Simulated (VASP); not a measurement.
Wanted: the native input for a VASP 6.6.1 run.

| Property | Result |
| --- | --- |
| Task | single point |
| Functional | PBE |
| Potentials or basis | VASP PAW PBE potentials, release 64 (La, Zr_sv) |
| Cutoff | 520 eV |
| k mesh | 5 × 5 × 5 |
| Occupations | methfessel-paxton, width 0.15 eV |
| Spin | no spin polarisation |
| Dipole correction | no |
| Further INCAR settings | ALGO = Normal; EDIFF = 1e-06; NBANDS = 30 |

The structure of La3Zr lies in POSCAR:

```
La3Zr
1.0
    5.0726740000      0.0000000000      0.0000000000
    0.0000000000      5.0726740000      0.0000000000
    0.0000000000      0.0000000000      5.0726740000
La Zr
3 1
Direct
    0.0000000000      0.5000000000      0.5000000000
    0.5000000000      0.0000000000      0.5000000000
    0.5000000000      0.5000000000      0.0000000000
    0.0000000000      0.0000000000      0.0000000000
```

One way to write it, as run:

INCAR

```
SYSTEM = La3Zr
ALGO = Normal
EDIFF = 1E-6
ENCUT = 520
GGA = PE
ISIF = 2
ISMEAR = 1
LASPH = .TRUE.
LCHARG = .TRUE.
LELF = .TRUE.
LREAL = .FALSE.
LVHAR = .TRUE.
LWAVE = .FALSE.
NBANDS = 30
NELM = 60
PREC = Accurate
SIGMA = 0.15
```

KPOINTS

```
k-points
0
G
  5 5 5
  0 0 0
```

Potentials or basis: VASP PAW PBE potentials, release 64 (La, Zr_sv).

Command:

```bash
$ cat potpaw_PBE.64/La/POTCAR potpaw_PBE.64/Zr_sv/POTCAR > POTCAR
$ mpirun -np 1 vasp_std > vasp.out
```

It gave:

- Pressure: -0.2 GPa

It took 32 s on 1 thread of Intel(R) Xeon(R) 6975P-C (Granite Rapids), with other jobs on the host, peak memory 0.26 GiB.
